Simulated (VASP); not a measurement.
Set up this calculation in VASP 6.6.1, as the native input.

- Task: single point
- Functional: PBEsol
- Potentials or basis: VASP PAW PBE potentials, release 64 (Si, Ge_d)
- Cutoff: 520 eV
- k mesh: 12 × 12 × 6
- Occupations: gaussian, width 0.02 eV
- Spin: no spin polarisation
- Dipole correction: no
- Further INCAR settings: ALGO = Normal; EDIFF = 1e-07; NBANDS = 26

The structure of SiGe lies in POSCAR:

```
SiGe
1.0
    3.7765746302      0.0000000000      0.0000000000
   -1.8882873151      3.2706095691      0.0000000000
    0.0000000000      0.0000000000      6.2549234351
Si Ge
2 2
Direct
    0.6666666667      0.3333333333      0.8741024869
    0.3333333333      0.6666666667      0.3741024869
    0.6666666667      0.3333333333      0.5008965131
    0.3333333333      0.6666666667      0.0008965131
```

One way to write it, as run:

INCAR

```
PREC = Accurate ; ENCUT = 520
EDIFF = 1E-7 ; ISMEAR = 0
SIGMA = 0.02 ; LREAL = False
LASPH = True ; NELM = 100
ALGO = Normal ; ISIF = 2
LWAVE = False ; LCHARG = False
GGA = PS ; NBANDS = 26
```

KPOINTS

```
regular mesh
0
Gamma
  12 12 6
```

Potentials or basis: VASP PAW PBE potentials, release 64 (Si, Ge_d).

Run with:

```sh
$ cat potpaw_PBE.64/Si/POTCAR potpaw_PBE.64/Ge_d/POTCAR > POTCAR
$ mpirun -np 1 vasp_std > vasp.out
```

It gave:

| Item | Value |
| --- | --- |
| Pressure | 9.4 GPa |
| Band gap on the k mesh | 0.18 eV (least direct gap 0.70 eV) |

Caveat: the cell stands under pressure; semilocal functionals underestimate gaps, and a narrow one can read as zero; the PAW data sets were made with another functional, which shifts forces and pressure a little.

Wall time 2 min on 1 thread of Intel Xeon 8259CL, with other jobs on the host, peak memory 0.27 GiB.
